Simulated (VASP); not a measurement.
# Ge (P6_3/mmc) in VASP: settings compared

Aim: see how the results for Ge move with the level of theory and the settings. Levels: r2SCAN, PBE. Tasks: single point.

All numbers are computed with VASP 6.6.1; they aren't measurements. Logs are shortened: lines on timing, memory, paths and dates and some standing lists are left out, and cuts for length are marked.

### Step 1. The cell of the first run

The structure is hexagonal, space group P6_3/mmc (No. 194). The conventional cell has a = 3.953 Å, b = 3.953 Å, c = 6.611 Å, α = 90.00°, β = 90.00°, γ = 120.00°. Ge (site symmetry 3m) has 4 Ge at 2.43 to 2.46 Å within 3.2 Å.

### Step 2. Single point, r2SCAN (epitaxial xy strain -1.1%)

Contents of POSCAR:

```
Ge
1.0
    3.9532416821      0.0000000000      0.0000000000
   -1.9766208410      3.4236077240      0.0000000000
    0.0000000000      0.0000000000      6.6109295745
Ge
4
Direct
    0.3333333333      0.6666666667      0.0012430677
    0.6666666667      0.3333333333      0.5012430677
    0.3333333333      0.6666666667      0.3737569323
    0.6666666667      0.3333333333      0.8737569323
```

Contents of INCAR.step1:

```
PREC = Accurate
ENCUT = 520
ISMEAR = -1
SIGMA = 0.02
LREAL = False
LASPH = True
NELM = 100
NBANDS = 36
GGA = PE
ALGO = Normal
EDIFF = 1E-4
LWAVE = True
LCHARG = False
```

Contents of INCAR.step2:

```
PREC = Accurate
ENCUT = 520
EDIFF = 1E-7
ISMEAR = -1
SIGMA = 0.02
LREAL = False
LASPH = True
NELM = 100
ALGO = Normal
ISIF = 2
LWAVE = False
LCHARG = True
METAGGA = R2SCAN
LMIXTAU = True
LELF = True
LVHAR = True
NBANDS = 36
ISTART = 1
```

Contents of KPOINTS:

```
regular mesh
0
Gamma
  12 12 4
```

Potentials or basis: VASP PAW PBE potentials, release 64 (Ge_d).

On the command line:

```sh
$ cat potpaw_PBE.64/Ge_d/POTCAR > POTCAR
$ cp INCAR.step1 INCAR
$ mpirun -np 1 vasp_std > vasp.out
$ cp INCAR.step2 INCAR
$ mpirun -np 1 vasp_std > vasp.out
```

OUTCAR:

```text
PREC = Accurate
   ENCUT = 520
   EDIFF = 1E-7
   ISMEAR = -1
   LREAL = False
   LASPH = True
   NELM = 100
   ISIF = 2
   METAGGA = R2SCAN
   ISTART = 1

 ion  position               nearest neighbor table
   1  0.333  0.667  0.001-   4 2.43   4 2.43   4 2.43   3 2.46
   2  0.667  0.333  0.501-   3 2.43   3 2.43   3 2.43   4 2.46
   3  0.333  0.667  0.374-   2 2.43   2 2.43   2 2.43   1 2.46
   4  0.667  0.333  0.874-   1 2.43   1 2.43   1 2.43   2 2.46

  LATTYP: Found a hexagonal cell.
 ALAT       =     3.9532416821
 C/A-ratio  =     1.6722806512

  Lattice vectors:

 A1 = (   3.9532416821,   0.0000000000,   0.0000000000)
 A2 = (  -1.9766208410,   3.4236077240,   0.0000000000)
 A3 = (   0.0000000000,   0.0000000000,   6.6109295745)

Analysis of symmetry for initial positions (statically):
=====================================================================
 Subroutine PRICEL returns:
 Original cell was already a primitive cell.

 Routine SETGRP: Setting up the symmetry group for a
 hexagonal supercell.

 Subroutine GETGRP returns: Found 24 space group operations
 (whereof  6 operations were pure point group operations)
 out of a pool of 24 trial point group operations.

The static configuration has the point symmetry C_3v.
 The point group associated with its full space group is D_6h.

Analysis of symmetry for dynamics (positions and initial velocities):
=====================================================================
 Subroutine PRICEL returns:
 Original cell was already a primitive cell.

 Routine SETGRP: Setting up the symmetry group for a
 hexagonal supercell.

 Subroutine GETGRP returns: Found 24 space group operations
 (whereof  6 operations were pure point group operations)
 out of a pool of 24 trial point group operations.

The dynamic configuration has the point symmetry C_3v.
 The point group associated with its full space group is D_6h.

 Subroutine INISYM returns: Found 24 space group operations
 (whereof  6 operations are pure point group operations),
 and found     1 'primitive' translations

----------------------------------------------------------------------------------------

                                     Primitive cell

  volume of cell :      89.4746

  direct lattice vectors                    reciprocal lattice vectors
     3.953241682  0.000000000  0.000000000     0.252956960  0.146044769  0.000000000
    -1.976620841  3.423607724  0.000000000     0.000000000  0.292089538  0.000000000
     0.000000000  0.000000000  6.610929575     0.000000000  0.000000000  0.151264658

  length of vectors
     3.953241682  3.953241682  6.610929575     0.292089538  0.292089538  0.151264658

  position of ions in fractional coordinates (direct lattice)
     0.333333333  0.666666667  0.001243068
     0.666666667  0.333333333  0.501243068
     0.333333333  0.666666667  0.373756932
     0.666666667  0.333333333  0.873756932

  ion indices of the primitive-cell ions
   primitive index   ion index
                 1           1
                 2           2
                 3           3
                 4           4

----------------------------------------------------------------------------------------

 KPOINTS: regular mesh

Automatic generation of k-mesh.
 Grid dimensions read from file:
 generate k-points for:   12   12    4

 Generating k-lattice:

  Cartesian coordinates                     Fractional coordinates (reciprocal lattice)
     0.021079747  0.012170397  0.000000000     0.083333333  0.000000000  0.000000000
     0.000000000  0.024340795  0.000000000     0.000000000  0.083333333  0.000000000
     0.000000000  0.000000000  0.037816164     0.000000000  0.000000000  0.250000000

  Length of vectors
     0.024340795  0.024340795  0.037816164

  Shift w.r.t. Gamma in fractional coordinates (k-lattice)
     0.000000000  0.000000000  0.000000000

 Subroutine IBZKPT returns following result:
 ===========================================

 Found     57 irreducible k-points:

 Following reciprocal coordinates:
            Coordinates               Weight
  0.000000  0.000000  0.000000      1.000000
  0.083333 -0.000000  0.000000      6.000000
  0.166667 -0.000000  0.000000      6.000000
  0.250000 -0.000000  0.000000      6.000000
  0.333333  0.000000  0.000000      6.000000
  0.416667  0.000000  0.000000      6.000000
[... 16 lines left out ...]
  0.250000 -0.000000  0.250000     12.000000
  0.333333  0.000000  0.250000     12.000000
 [... further k-points ...]
   k-points           NKPTS =     57   k-points in BZ     NKDIM =     57   number of bands    NBANDS=     36
   number of dos      NEDOS =    301   number of ions     NIONS =      4
   total plane-waves  NPLWV =  45000
   dimension x,y,z NGX =    30 NGY =   30 NGZ =   50
   dimension x,y,z NGXF=    60 NGYF=   60 NGZF=  100
   ions per type =               4
   NGX,Y,Z   is equivalent  to a cutoff of  12.62, 12.62, 12.57 a.u.
   NGXF,Y,Z  is equivalent  to a cutoff of  25.23, 25.23, 25.15 a.u.
 SYSTEM =  unknown system
   PREC   = accura    normal or accurate (medium, high low for compatibility)
   ISTART =      1    job   : 0-new  1-cont  2-samecut
   ICHARG =      0    charge: 1-file 2-atom 10-const
   ISPIN  =      1    spin polarized calculation?
   LNONCOLLINEAR =      F non collinear calculations
   LSORBIT =      F    spin-orbit coupling
   LASPH  =      T    aspherical Exc in radial PAW
   ENCUT  =  520.0 eV  38.22 Ry    6.18 a.u.   7.35  7.35 12.29*2*pi/ulx,y,z
   NELM   =    100;   NELMIN=  2; NELMDL=  0     # of ELM steps
   EDIFF  = 0.1E-06   stopping-criterion for ELM
   LREAL  =      F    real-space projection
   EDIFFG = 0.1E-05   stopping-criterion for IOM
   NSW    =      0    number of steps for IOM
   IBRION =     -1    ionic relax: 0-MD 1-quasi-New 2-CG
   NFREE  =      0    steps in history (QN), initial steepest desc. (CG)
   ISIF   =      2    stress and relaxation
   ISYM   =      2    0-nonsym 1-usesym 2-fastsym
   POTIM  = 0.5000    time-step for ionic-motion
   TEBEG  =    0.0;   TEEND  =   0.0 temperature during run
   PSTRESS=    0.0 pullay stress
   NELECT =      56.0000    total number of electrons
   NUPDOWN=      -1.0000    fix difference up-down
   EMIN   =  10.00;   EMAX   =-10.00  energy-range for DOS
   EFERMI =   0.00;   METHOD = LEGACY
   ISMEAR =    -1;   SIGMA  =   0.02  broadening in eV -4-tet -1-fermi 0-gaus
   EFERMI_NEDOS =   21; number of points for ismear=-14 and -15
   IALGO  =     38    algorithm
   IMIX   =      4    mixing-type and parameters
     AMIX     =   0.40;   BMIX     =  1.00
     AMIX_MAG =   1.60;   BMIX_MAG =  1.00
  volume/ion in A,a.u.               =      22.37       150.95
  Fermi-wavevector in a.u.,A,eV,Ry     =   1.400353  2.646284 26.680871  1.960989
  Thomas-Fermi vector in A             =   2.523322
   LORBIT       =      0    0 simple, 1 ext, 2 COOP (PROOUT), +10 PAW based schemes
   METAGGA = R2SCAN    functional components
   LHFCALC =     F    Hartree Fock is set to
   AEXX    =    0.0000 exact exchange contribution
   IVDW    =     0    specifies the selected vdW correction
   LEPSILON=     F    determine dielectric tensor
   LRPA    =     F    only Hartree local field effects (RPA)
 non-spin polarized calculation
  energy-cutoff  :      520.00
  volume of cell :       89.47
 maximum number of plane-waves:      2448
 NGX is ok and might be reduce to    30
   NGX = 15   NGY = 15   NGZ = 25

 number of electron      56.0000039 magnetization

 Free energy of the ion-electron system (eV)
  ---------------------------------------------------
  ext. energy  EPLUGINS =         0.00000000
  ---------------------------------------------------
  free energy    TOTEN  =       -55.40545700 eV

  energy without entropy =      -55.40545438  energy(sigma->0) =      -55.40545569

 E-fermi :   5.2687     XC(G=0): -10.8787

 val. band max:        5.1355820040   @ k =   0.0000   0.0000   0.0000
 cond. band min:       5.3882274484   @ k =   0.0000   0.0000   0.0000
 fundamental gap:      0.2526454444
 Fermi energy:         5.2687141010

 k-point     1 :       0.0000    0.0000    0.0000
  band No.  band energies     occupation
      1     -20.6367      2.00000
      2     -20.6367      2.00000
      3     -20.5948      2.00000
      4     -20.5948      2.00000
      5     -20.5847      2.00000
      6     -20.5784      2.00000
[... 28 lines left out ...]
     35       9.8537      0.00000
     36      11.7636      0.00000

 k-point     2 :       0.0833   -0.0000    0.0000
  band No.  band energies     occupation
      1     -20.6413      2.00000
      2     -20.6381      2.00000
      3     -20.5973      2.00000
      4     -20.5946      2.00000
      5     -20.5909      2.00000
      6     -20.5720      2.00000
[... 28 lines left out ...]
     35      10.1923      0.00000
     36      12.0467      0.00000

 k-point     3 :       0.1667   -0.0000    0.0000
  band No.  band energies     occupation
      1     -20.6491      2.00000
      2     -20.6410      2.00000
      3     -20.6028      2.00000
      4     -20.6015      2.00000
      5     -20.5930      2.00000
      6     -20.5611      2.00000
[... 28 lines left out ...]
     35      11.0716      0.00000
     36      11.1927      0.00000

 k-point     4 :       0.2500   -0.0000    0.0000
  band No.  band energies     occupation
      1     -20.6539      2.00000
      2     -20.6434      2.00000
      3     -20.6121      2.00000
      4     -20.6083      2.00000
      5     -20.5881      2.00000
      6     -20.5528      2.00000
[... 28 lines left out ...]
     35      12.0123      0.00000
     36      12.2633      0.00000

 k-point     5 :       0.3333    0.0000    0.0000
  band No.  band energies     occupation
      1     -20.6541      2.00000
      2     -20.6446      2.00000
      3     -20.6222      2.00000
      4     -20.6123      2.00000
      5     -20.5793      2.00000
      6     -20.5478      2.00000
[... 655 lines left out ...]
 k-point    22 :       0.1667   -0.0000    0.2500
  band No.  band energies     occupation
      1     -20.6425      2.00000
      2     -20.6366      2.00000
      3     -20.6104      2.00000
      4     -20.6053      2.00000
      5     -20.5931      2.00000
      6     -20.5644      2.00000
[... 28 lines left out ...]
     35      10.6116      0.00000
     36      12.0116      0.00000

 k-point    23 :       0.2500   -0.0000    0.2500
  band No.  band energies     occupation
      1     -20.6464      2.00000
      2     -20.6392      2.00000
      3     -20.6149      2.00000
      4     -20.6097      2.00000
      5     -20.5929      2.00000
      6     -20.5568      2.00000
[... 28 lines left out ...]
     35      11.7120      0.00000
     36      11.9548      0.00000

 k-point    24 :       0.3333    0.0000    0.2500
  band No.  band energies     occupation
      1     -20.6459      2.00000
      2     -20.6406      2.00000
      3     -20.6181      2.00000
      4     -20.6168      2.00000
      5     -20.5855      2.00000
      6     -20.5511      2.00000
[... 28 lines left out ...]
     35      12.7876      0.00000
     36      12.8753      0.00000

 [... further k-points ...]
[... 5 lines left out ...]
  --------------------------------------------------------------------------------------
  -------------------------------------------------------------------------------------
  Total        1.2225460      1.2225460      0.1383972      0.0000000     -0.0000000      0.0000000
  in kB       21.8915195     21.8915195      2.4782101      0.0000000     -0.0000000      0.0000000
  external PRESSURE =      15.4204164 kB  Pullay stress =       0.0000000 kB

 VOLUME and BASIS-vectors are now :
 -----------------------------------------------------------------------------
  energy-cutoff  :      520.00
  volume of cell :       89.47
      direct lattice vectors                 reciprocal lattice vectors
     3.953241682  0.000000000  0.000000000     0.252956960  0.146044769  0.000000000
    -1.976620841  3.423607724  0.000000000     0.000000000  0.292089538  0.000000000
     0.000000000  0.000000000  6.610929575     0.000000000  0.000000000  0.151264658

 POSITION                                       TOTAL-FORCE (eV/Angst)
 -----------------------------------------------------------------------------------
     -0.00000      2.28241      0.00822         0.000000      0.000000      0.006213
      1.97662      1.14120      3.31368         0.000000     -0.000000      0.006213
     -0.00000      2.28241      2.47088        -0.000000      0.000000     -0.006213
      1.97662      1.14120      5.77635        -0.000000     -0.000000     -0.006213
 -----------------------------------------------------------------------------------
    total drift:                               -0.000000     -0.000000     -0.000147

  FREE ENERGIE OF THE ION-ELECTRON SYSTEM (eV)
  ---------------------------------------------------
  free  energy   TOTEN  =       -55.4054569978 eV

  energy  without entropy=      -55.4054543831  energy(sigma->0) =      -55.40545569
```

Wall time 20 min (1 thread of AMD EPYC 7R43 (Zen 3), shared host); peak memory 0.25 GiB.

Results:

* Free energy: -55.4055 eV
* Pressure: 1.5 GPa
* Largest force: 0.006 eV/Å
* Band gap on the k mesh: 0.25 eV, direct

Forces on the atoms (eV/Å):
```
Ge   0.000  0.000  0.006
Ge   0.000  0.000  0.006
Ge   0.000  0.000 -0.006
Ge   0.000  0.000 -0.006
```

Caveat: the cell differs from its parent crystal (epitaxial xy strain -1.1%); the PAW data sets were made with another functional, which shifts forces and pressure a little. A k mesh can miss the band edges.

### Step 3. Single point, PBE (biaxial xy strain -2.6%)

Contents of INCAR:

```
SYSTEM = Ge
PREC = Accurate
ENCUT = 520
EDIFF = 1E-6
ISMEAR = -1
SIGMA = 0.02
LREAL = .False.
LASPH = .True.
NELM = 100
ALGO = Normal
ISIF = 2
LWAVE = .False.
LCHARG = .False.
GGA = PE
NBANDS = 36
```

Contents of KPOINTS:

```
regular mesh
0
Gamma
  12 12 4
  0 0 0
```

Contents of POSCAR:

```
Ge
1.0
    3.8952762615      0.0000000000      0.0000000000
   -1.9476381307      3.3734081973      0.0000000000
    0.0000000000      0.0000000000      6.5928195187
Ge
4
Direct
    0.3333333333      0.6666666667      0.0021450151
    0.6666666667      0.3333333333      0.5021450151
    0.3333333333      0.6666666667      0.3728549849
    0.6666666667      0.3333333333      0.8728549849
```

Potentials or basis: VASP PAW PBE potentials, release 64 (Ge_d).

On the command line:

```sh
$ cat potpaw_PBE.64/Ge_d/POTCAR > POTCAR
$ mpirun -np 1 vasp_std > vasp.out
```

It took 3.9 min on 1 thread of AMD EPYC 7R43 (Zen 3), shared host; peak memory 0.23 GiB.

Results (log left out):

```yaml
Free_energy: -17.8067 eV
Pressure: 7.2 GPa
Largest_force: 0.035 eV/Å
Band_gap_on_the_k_mesh: 0.15 eV, direct
```

Forces on the atoms (eV/Å):
```
Ge   0.000  0.000  0.035
Ge   0.000  0.000  0.035
Ge   0.000  0.000 -0.035
Ge   0.000  0.000 -0.035
```

Stress tensor (GPa, compression positive):
```
8.44 0.00 0.00
0.00 8.44 0.00
0.00 0.00 4.59
```

Levels at points of the mesh, in eV from the valence-band top:
| k point | band 24 | band 25 | band 26 | band 27 | band 28 | band 29 | band 30 | band 31 | band 32 | band 33 |
| --- | --- | --- | --- | --- | --- | --- | --- | --- | --- | --- |
| (0.00, 0.00, 0.00) | -1.61 | -1.61 | -0.54 | 0.00 | 0.00 | 0.15 | 0.18 | 2.18 | 2.18 | 2.53 |
| (0.50, 0.00, 0.00) | -7.14 | -5.06 | -3.34 | -3.24 | -1.71 | 0.43 | 1.56 | 3.21 | 3.54 | 4.01 |
| (0.00, 0.00, 0.50) | -5.25 | -0.98 | -0.98 | -0.98 | -0.98 | 0.92 | 0.92 | 3.30 | 3.30 | 3.30 |
| (0.50, 0.00, 0.50) | -8.27 | -3.00 | -3.00 | -2.68 | -2.68 | 0.31 | 0.31 | 1.87 | 1.87 | 5.99 |

Caveat: the cell differs from its parent crystal (biaxial xy strain -2.6%). A k mesh can miss the band edges.
